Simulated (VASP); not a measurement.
Write the native input for VASP 6.6.1 that does the following.

```
Task                   : single point
Functional             : PBE
Potentials or basis    : VASP PAW PBE potentials, release 64 (C, Si)
Cutoff                 : 520 eV
k mesh                 : 10 × 10 × 10
Occupations            : fermi-dirac, width 0.02 eV
Spin                   : no spin polarisation
Dipole correction      : no
Further INCAR settings : ALGO = Normal; EDIFF = 1e-06; NBANDS = 16
```

The structure of SiC lies in POSCAR:

```
SiC
1.0
    1.5670239811      0.9047217173      5.3212273245
   -1.5670239811      0.9047217173      5.3212273245
    0.0000000000     -1.8094434346      5.3212273245
C Si
2 2
Direct
    0.4489543547      0.4489543547      0.4489543547
    0.5510456453      0.5510456453      0.5510456453
    0.9253504693      0.9253504693      0.9253504693
    0.0746495307      0.0746495307      0.0746495307
```

This cell differs from its parent crystal: biaxial xy strain +1.7%.

The input as run:

INCAR

```
SYSTEM = SiC
  ALGO = Normal
  EDIFF = 1E-6
  ENCUT = 520
  GGA = PE
  ISIF = 2
  ISMEAR = -1
  LASPH = .True.
  LCHARG = .False.
  LREAL = .False.
  LWAVE = .False.
  NBANDS = 16
  NELM = 100
  PREC = Accurate
  SIGMA = 0.02
```

KPOINTS

```
k-points
0
Gamma
  10 10 10
  0 0 0
```

Potentials or basis: VASP PAW PBE potentials, release 64 (C, Si).

Launch:

```console
$ cat potpaw_PBE.64/C/POTCAR potpaw_PBE.64/Si/POTCAR > POTCAR
$ mpirun -np 1 vasp_std > vasp.out
```

Results of the run:

```
Pressure               : -3.7 GPa
Largest force          : 0.211 eV/Å
Band gap on the k mesh : 0.69 eV, indirect (least direct gap 1.89 eV)
```

Caveat: the cell differs from its parent crystal (biaxial xy strain +1.7%).

Wall time 110 s on 1 thread of AMD EPYC 9R45 96-Core Processor (Zen 5) (shared host), peak memory 0.24 GiB.
